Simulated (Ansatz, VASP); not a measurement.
## ZnS: VASP beside Ansatz

```
Zn S
1.0
     5.40930    0.00000    0.00000
     0.00000   -5.40930    0.00000
     0.00000    0.00000   -5.40930
Zn S
4 4
Direct
  0.00000 0.50000 0.50000
  0.50000 0.00000 0.50000
  0.50000 0.50000 0.00000
  0.00000 0.00000 0.00000
  0.75000 0.76233 0.75000
  0.25000 0.25000 0.75000
  0.25000 0.75000 0.25000
  0.75000 0.25000 0.25000
```

Alike in both runs: task single point; functional PBE; k mesh 6 × 6 × 6; occupations gaussian, width 0.05 eV; no spin polarisation.

|  | VASP | Ansatz |
| --- | --- | --- |
| version | VASP 6.6.1 | Ansatz 0.2.0 |
| potentials or method | VASP PAW PBE potentials, release 64 (Zn, S), cutoff 520 eV | scalar-relativistic, plane waves, PAW |
| valence electrons in the cell | 72 | 72 |

Ansatz gave:

* gap on the k mesh at the Fermi level (eV): 2.08
* least direct gap on the mesh (eV): 2.08
* pressure (GPa): 1.4
* traceless stress, the component that is largest in VASP (GPa): -0.38
* rms of the force components (eV/Å): 0.141

Question: What did VASP give for the same quantities?

Answer: gap on the k mesh at the Fermi level (eV): 2.09; least direct gap on the mesh (eV): 2.09; pressure (GPa): 1.6; traceless stress, the component that is largest in VASP (GPa): -0.38; rms of the force components (eV/Å): 0.142.

Atom by atom the forces differ by 0.001 eV/Å (rms over components). With one functional, cell and mesh, what is left measures potentials, basis and numerics.
